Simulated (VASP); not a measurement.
# Si2W (Pnnm) in VASP: single point with r2SCAN

Aim: the single point of Si2W with r2SCAN.

Program: VASP 6.6.1. These are calculated values, not measurements. Logs are shortened: lines on timing, memory, paths and dates and some standing lists are left out, and cuts for length are marked.

## Step 1: The cell of the first run

The structure is orthorhombic, space group Pnnm (No. 58). The conventional cell has a = 6.478 Å, b = 6.560 Å, c = 2.733 Å, α = 90.00°, β = 90.00°, γ = 90.00°. Within 3.3 Å of Si (site symmetry m) lie 3 W at 2.49 to 2.52 Å and 2 Si at 2.73 Å. W (site symmetry 2/m) has 6 Si at 2.49 to 2.52 Å and 2 W at 2.73 Å within 3.3 Å.

## Step 2: Single point, r2SCAN

POSCAR

```
Si2W
1.0
    6.4779034812      0.0000000000      0.0000000000
    0.0000000000      6.5599645111      0.0000000000
    0.0000000000      0.0000000000      2.7330357929
Si W
4 2
Direct
    0.2300709038      0.7703106782      0.5000000000
    0.7300709038      0.7296893218      0.0000000000
    0.7699290962      0.2296893218      0.5000000000
    0.2699290962      0.2703106782      0.0000000000
    0.5000000000      0.5000000000      0.5000000000
    0.0000000000      0.0000000000      0.0000000000
```

INCAR.step1

```
  ALGO = Normal
  EDIFF = 1E-4
  ENCUT = 520
  GGA = PE
  ISMEAR = 0
  LASPH = T
  LCHARG = F
  LREAL = F
  LWAVE = T
  NBANDS = 31
  NELM = 100
  PREC = Accurate
  SIGMA = 0.1
```

INCAR.step2

```
  ALGO = Normal
  EDIFF = 1E-7
  ENCUT = 520
  ISIF = 2
  ISMEAR = 0
  ISTART = 1
  LASPH = T
  LCHARG = F
  LMIXTAU = T
  LREAL = F
  LWAVE = F
  METAGGA = R2SCAN
  NBANDS = 31
  NELM = 100
  PREC = Accurate
  SIGMA = 0.1
```

KPOINTS

```
k-points
0
Gamma
  4 4 6
```

Potentials or basis: VASP PAW PBE potentials, release 64 (Si, W_sv).

Run with:

```
$ cat potpaw_PBE.64/Si/POTCAR potpaw_PBE.64/W_sv/POTCAR > POTCAR
$ cp INCAR.step1 INCAR
$ mpirun -np 1 vasp_std > vasp.out
$ cp INCAR.step2 INCAR
$ mpirun -np 1 vasp_std > vasp.out
```

OUTCAR:

```text
EDIFF = 1E-7
   ENCUT = 520
   ISIF = 2
   ISMEAR = 0
   ISTART = 1
   LASPH = T
   LREAL = F
   METAGGA = R2SCAN
   NELM = 100
   PREC = Accurate

 ion  position               nearest neighbor table
   1  0.230  0.770  0.500-   5 2.49   6 2.52   6 2.52
   2  0.730  0.730  0.000-   6 2.49   5 2.52   5 2.52
   3  0.770  0.230  0.500-   5 2.49   6 2.52   6 2.52
   4  0.270  0.270  0.000-   6 2.49   5 2.52   5 2.52
   5  0.500  0.500  0.500-   1 2.49   3 2.49   2 2.52   4 2.52   2 2.52   4 2.52
   6  0.000  0.000  0.000-   2 2.49   4 2.49   3 2.52   1 2.52   1 2.52   3 2.52

  LATTYP: Found a simple orthorhombic cell.
 ALAT       =     2.7330357929
 B/A-ratio  =     2.3702227018
 C/A-ratio  =     2.4002482983

  Lattice vectors:

 A1 = (   0.0000000000,   0.0000000000,   2.7330357929)
 A2 = (   6.4779034812,   0.0000000000,   0.0000000000)
 A3 = (   0.0000000000,   6.5599645111,   0.0000000000)

Analysis of symmetry for initial positions (statically):
=====================================================================
 Subroutine PRICEL returns:
 Original cell was already a primitive cell.

 Routine SETGRP: Setting up the symmetry group for a
 simple orthorhombic supercell.

 Subroutine GETGRP returns: Found  8 space group operations
 (whereof  4 operations were pure point group operations)
 out of a pool of  8 trial point group operations.

The static configuration has the point symmetry C_2h.
 The point group associated with its full space group is D_2h.

Analysis of symmetry for dynamics (positions and initial velocities):
=====================================================================
 Subroutine PRICEL returns:
 Original cell was already a primitive cell.

 Routine SETGRP: Setting up the symmetry group for a
 simple orthorhombic supercell.

 Subroutine GETGRP returns: Found  8 space group operations
 (whereof  4 operations were pure point group operations)
 out of a pool of  8 trial point group operations.

The dynamic configuration has the point symmetry C_2h.
 The point group associated with its full space group is D_2h.

 Subroutine INISYM returns: Found  8 space group operations
 (whereof  4 operations are pure point group operations),
 and found     1 'primitive' translations

----------------------------------------------------------------------------------------

                                     Primitive cell

  volume of cell :     116.1399

  direct lattice vectors                    reciprocal lattice vectors
     6.477903481  0.000000000  0.000000000     0.154370932  0.000000000  0.000000000
     0.000000000  6.559964511  0.000000000     0.000000000  0.152439849  0.000000000
     0.000000000  0.000000000  2.733035793     0.000000000  0.000000000  0.365893488

  length of vectors
     6.477903481  6.559964511  2.733035793     0.154370932  0.152439849  0.365893488

  position of ions in fractional coordinates (direct lattice)
     0.230070904  0.770310678  0.500000000
     0.730070904  0.729689322  0.000000000
     0.769929096  0.229689322  0.500000000
     0.269929096  0.270310678  0.000000000
     0.500000000  0.500000000  0.500000000
     0.000000000  0.000000000  0.000000000

  ion indices of the primitive-cell ions
   primitive index   ion index
                 1           1
                 2           2
                 3           3
                 4           4
                 5           5
                 6           6

----------------------------------------------------------------------------------------

 KPOINTS: k-points

Automatic generation of k-mesh.
 Grid dimensions read from file:
 generate k-points for:    4    4    6

 Generating k-lattice:

  Cartesian coordinates                     Fractional coordinates (reciprocal lattice)
     0.038592733  0.000000000  0.000000000     0.250000000  0.000000000  0.000000000
     0.000000000  0.038109962  0.000000000     0.000000000  0.250000000  0.000000000
     0.000000000  0.000000000  0.060982248     0.000000000  0.000000000  0.166666667

  Length of vectors
     0.038592733  0.038109962  0.060982248

  Shift w.r.t. Gamma in fractional coordinates (k-lattice)
     0.000000000  0.000000000  0.000000000

 Subroutine IBZKPT returns following result:
 ===========================================

 Found     36 irreducible k-points:

 Following reciprocal coordinates:
            Coordinates               Weight
  0.000000  0.000000  0.000000      1.000000
  0.250000  0.000000  0.000000      2.000000
  0.500000  0.000000  0.000000      1.000000
  0.000000  0.250000  0.000000      2.000000
  0.250000  0.250000  0.000000      4.000000
  0.500000  0.250000  0.000000      2.000000
[... 16 lines left out ...]
  0.250000  0.250000  0.333333      8.000000
  0.500000  0.250000  0.333333      4.000000
 [... further k-points ...]
   k-points           NKPTS =     36   k-points in BZ     NKDIM =     36   number of bands    NBANDS=     31
   number of dos      NEDOS =    301   number of ions     NIONS =      6
   total plane-waves  NPLWV =  48000
   dimension x,y,z NGX =    48 NGY =   50 NGZ =   20
   dimension x,y,z NGXF=    96 NGYF=  100 NGZF=   40
   ions per type =               4   2
   NGX,Y,Z   is equivalent  to a cutoff of  12.32, 12.67, 12.17 a.u.
   NGXF,Y,Z  is equivalent  to a cutoff of  24.64, 25.34, 24.33 a.u.
 SYSTEM =  unknown system
   PREC   = accura    normal or accurate (medium, high low for compatibility)
   ISTART =      1    job   : 0-new  1-cont  2-samecut
   ICHARG =      0    charge: 1-file 2-atom 10-const
   ISPIN  =      1    spin polarized calculation?
   LNONCOLLINEAR =      F non collinear calculations
   LSORBIT =      F    spin-orbit coupling
   LASPH  =      T    aspherical Exc in radial PAW
   ENCUT  =  520.0 eV  38.22 Ry    6.18 a.u.  12.04 12.20  5.08*2*pi/ulx,y,z
   NELM   =    100;   NELMIN=  2; NELMDL=  0     # of ELM steps
   EDIFF  = 0.1E-06   stopping-criterion for ELM
   LREAL  =      F    real-space projection
   EDIFFG = 0.1E-05   stopping-criterion for IOM
   NSW    =      0    number of steps for IOM
   IBRION =     -1    ionic relax: 0-MD 1-quasi-New 2-CG
   NFREE  =      0    steps in history (QN), initial steepest desc. (CG)
   ISIF   =      2    stress and relaxation
   ISYM   =      2    0-nonsym 1-usesym 2-fastsym
   POTIM  = 0.5000    time-step for ionic-motion
   TEBEG  =    0.0;   TEEND  =   0.0 temperature during run
   PSTRESS=    0.0 pullay stress
   NELECT =      44.0000    total number of electrons
   NUPDOWN=      -1.0000    fix difference up-down
   EMIN   =  10.00;   EMAX   =-10.00  energy-range for DOS
   EFERMI =   0.00;   METHOD = LEGACY
   ISMEAR =     0;   SIGMA  =   0.10  broadening in eV -4-tet -1-fermi 0-gaus
   EFERMI_NEDOS =   21; number of points for ismear=-14 and -15
   IALGO  =     38    algorithm
   IMIX   =      4    mixing-type and parameters
     AMIX     =   0.40;   BMIX     =  1.00
     AMIX_MAG =   1.60;   BMIX_MAG =  1.00
  volume/ion in A,a.u.               =      19.36       130.63
  Fermi-wavevector in a.u.,A,eV,Ry     =   1.184582  2.238536 19.092179  1.403236
  Thomas-Fermi vector in A             =   2.320794
   LORBIT       =      0    0 simple, 1 ext, 2 COOP (PROOUT), +10 PAW based schemes
   METAGGA = R2SCAN    functional components
   LHFCALC =     F    Hartree Fock is set to
   AEXX    =    0.0000 exact exchange contribution
   IVDW    =     0    specifies the selected vdW correction
   LEPSILON=     F    determine dielectric tensor
   LRPA    =     F    only Hartree local field effects (RPA)
 non-spin polarized calculation
 Gauss-broadening in eV      SIGMA  =   0.10
  energy-cutoff  :      520.00
  volume of cell :      116.14
 maximum number of plane-waves:      3152
   NGX = 25   NGY = 25   NGZ = 11

 number of electron      44.0000006 magnetization

 Free energy of the ion-electron system (eV)
  ---------------------------------------------------
  ext. energy  EPLUGINS =         0.00000000
  ---------------------------------------------------
  free energy    TOTEN  =      -134.86554124 eV

  energy without entropy =     -134.85437543  energy(sigma->0) =     -134.85995833

 E-fermi :   6.7855     XC(G=0): -11.1800

 val. band max:        6.7425216444   @ k =   0.2500   0.2500   0.5000
 cond. band min:       6.8686846414   @ k =   0.2500   0.2500   0.1667
 fundamental gap:      0.1261629970
 Fermi energy:         6.7854878846

 k-point     1 :       0.0000    0.0000    0.0000
  band No.  band energies     occupation
      1     -68.6304      2.00000
      2     -68.6302      2.00000
      3     -32.3450      2.00000
      4     -32.3443      2.00000
      5     -32.2612      2.00000
      6     -32.2606      2.00000
[... 23 lines left out ...]
     30      10.8148      0.00000
     31      13.8083      0.00000

 k-point     2 :       0.2500    0.0000    0.0000
  band No.  band energies     occupation
      1     -68.6304      2.00000
      2     -68.6303      2.00000
      3     -32.3449      2.00000
      4     -32.3443      2.00000
      5     -32.2611      2.00000
      6     -32.2607      2.00000
[... 23 lines left out ...]
     30      11.0093      0.00000
     31      13.4920      0.00000

 k-point     3 :       0.5000    0.0000    0.0000
  band No.  band energies     occupation
      1     -68.6303      2.00000
      2     -68.6303      2.00000
      3     -32.3445      2.00000
      4     -32.3445      2.00000
      5     -32.2610      2.00000
      6     -32.2610      2.00000
[... 23 lines left out ...]
     30      11.9865      0.00000
     31      13.0971      0.00000

 k-point     4 :       0.0000    0.2500    0.0000
  band No.  band energies     occupation
      1     -68.6304      2.00000
      2     -68.6303      2.00000
      3     -32.3449      2.00000
      4     -32.3443      2.00000
      5     -32.2611      2.00000
      6     -32.2607      2.00000
[... 23 lines left out ...]
     30      11.0594      0.00000
     31      13.5064      0.00000

 k-point     5 :       0.2500    0.2500    0.0000
  band No.  band energies     occupation
      1     -68.6304      2.00000
      2     -68.6303      2.00000
      3     -32.3448      2.00000
      4     -32.3444      2.00000
      5     -32.2611      2.00000
      6     -32.2608      2.00000
[... 23 lines left out ...]
     30      11.5898      0.00000
     31      12.5074      0.00000
[... 542 lines left out ...]
     30      10.8334      0.00000
     31      11.0916      0.00000

 k-point    22 :       0.0000    0.2500    0.3333
  band No.  band energies     occupation
      1     -68.5781      2.00000
      2     -68.5781      2.00000
      3     -32.4978      2.00000
      4     -32.4977      2.00000
      5     -32.2498      2.00000
      6     -32.2495      2.00000
[... 23 lines left out ...]
     30      10.4830      0.00000
     31      10.9400      0.00000

 k-point    23 :       0.2500    0.2500    0.3333
  band No.  band energies     occupation
      1     -68.5781      2.00000
      2     -68.5781      2.00000
      3     -32.4978      2.00000
      4     -32.4977      2.00000
      5     -32.2497      2.00000
      6     -32.2495      2.00000
[... 23 lines left out ...]
     30      10.6981      0.00000
     31      10.9144      0.00000

 k-point    24 :       0.5000    0.2500    0.3333
  band No.  band energies     occupation
      1     -68.5781      2.00000
      2     -68.5781      2.00000
      3     -32.4977      2.00000
      4     -32.4977      2.00000
      5     -32.2496      2.00000
      6     -32.2496      2.00000
[... 23 lines left out ...]
     30      10.4735      0.00000
     31      11.3237      0.00000

 [... further k-points ...]

------------------------ aborting loop because EDIFF is reached ----------------------------------------

  FORCE on cell =-STRESS in cart. coord.  units (eV):
  Direction    XX          YY          ZZ          XY          YZ          ZX
  --------------------------------------------------------------------------------------
  -------------------------------------------------------------------------------------
  Total       -0.0347268     -0.1324894      0.1785199      0.0000000      0.0000000      0.0000000
  in kB       -0.4790651     -1.8277232      2.4627251      0.0000000      0.0000000      0.0000000
  external PRESSURE =       0.0519789 kB  Pullay stress =       0.0000000 kB

 VOLUME and BASIS-vectors are now :
 -----------------------------------------------------------------------------
  energy-cutoff  :      520.00
  volume of cell :      116.14
      direct lattice vectors                 reciprocal lattice vectors
     6.477903481  0.000000000  0.000000000     0.154370932  0.000000000  0.000000000
     0.000000000  6.559964511  0.000000000     0.000000000  0.152439849  0.000000000
     0.000000000  0.000000000  2.733035793     0.000000000  0.000000000  0.365893488

 POSITION                                       TOTAL-FORCE (eV/Angst)
 -----------------------------------------------------------------------------------
      1.49038      5.05321      1.36652        -0.005569      0.005999      0.000000
      4.72933      4.78674      0.00000        -0.005569     -0.005999      0.000000
      4.98753      1.50675      1.36652         0.005569     -0.005999     -0.000000
      1.74857      1.77323      0.00000         0.005569      0.005999     -0.000000
      3.23895      3.27998      1.36652         0.000000      0.000000      0.000000
      0.00000      0.00000      0.00000         0.000000      0.000000      0.000000
 -----------------------------------------------------------------------------------
    total drift:                               -0.000000     -0.000000     -0.000000

  FREE ENERGIE OF THE ION-ELECTRON SYSTEM (eV)
  ---------------------------------------------------
  free  energy   TOTEN  =      -134.8655412365 eV

  energy  without entropy=     -134.8543754279  energy(sigma->0) =     -134.85995833
```

Wall time 7.6 min (1 thread of Intel Xeon 8259CL, shared host); peak memory 0.29 GiB.

Results:

```
Free energy            : -134.8655 eV
Pressure               : 0.0 GPa
Largest force          : 0.008 eV/Å
Band gap on the k mesh : zero (band 22 reaches 8.47 eV, above the bottom of band 23 at 5.63 eV)
```

Forces in eV/Å, atoms in the order of the input:
```
Si  -0.006  0.006  0.000
Si  -0.006 -0.006  0.000
Si   0.006 -0.006  0.000
Si   0.006  0.006  0.000
W    0.000  0.000  0.000
W    0.000  0.000  0.000
```

Levels at points of the mesh, in eV from the Fermi level:
| k point | band 20 | band 21 | band 22 | band 23 | band 24 | band 25 |
| --- | --- | --- | --- | --- | --- | --- |
| (0.00, 0.00, 0.00) | -1.46 | 1.65 | 1.67 | 1.99 | 2.22 | 2.77 |
| (0.50, 0.00, 0.00) | -2.15 | 1.63 | 1.63 | 1.68 | 1.68 | 2.06 |
| (0.00, 0.50, 0.00) | -2.15 | 1.68 | 1.68 | 1.70 | 1.70 | 2.11 |
| (0.50, 0.50, 0.00) | -1.89 | -0.58 | -0.58 | 1.65 | 1.65 | 2.78 |
| (0.00, 0.00, 0.50) | -1.61 | -1.18 | -1.18 | -1.16 | -1.16 | 2.55 |
| (0.50, 0.00, 0.50) | -2.34 | -0.65 | -0.65 | 0.24 | 0.24 | 2.10 |
| (0.00, 0.50, 0.50) | -2.34 | -0.68 | -0.68 | 0.21 | 0.21 | 2.01 |
| (0.50, 0.50, 0.50) | -1.62 | -0.87 | -0.87 | -0.54 | -0.54 | 2.85 |

Caveat: the k points lie up to 0.38 Å⁻¹ apart; the PAW data sets were made with another functional, which shifts forces and pressure a little; spin-orbit coupling is left out, which moves the levels of the heavy elements.
